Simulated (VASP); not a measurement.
**K: single point with LDA**

The system is K.

```xyz
1
Lattice="-2.7154 2.7154 2.7154 2.7154 -2.7154 2.7154 2.7154 2.7154 -2.7154" Properties=species:S:1:pos:R:3 pbc="T T T"
K     0.0000    0.0000    0.0000
```

* Program: VASP 6.6.1
* Task: single point
* Functional: LDA
* Potentials or basis: VASP PAW LDA potentials, release 64 (K_sv)
* Cutoff: 520 eV
* k mesh: 7 × 7 × 7
* Occupations: fermi-dirac, width 0.05 eV
* Spin: no spin polarisation
* Dipole correction: no
* Further INCAR settings: ALGO = Fast; EDIFF = 1e-06; NBANDS = 10

The pressure is -0.7 GPa.

Levels at points of the mesh, in eV from the Fermi level:
```
           k point  band 2  band 3  band 4  band 5  band 6  band 7  band 8  band 9
(0.00, 0.00, 0.00)  -15.56  -15.56  -15.56   -2.04    4.08    4.08    4.08    4.96
```

Wall time 38 s on 1 thread of AMD EPYC 7R13, with other jobs on the host, peak memory 0.14 GiB.
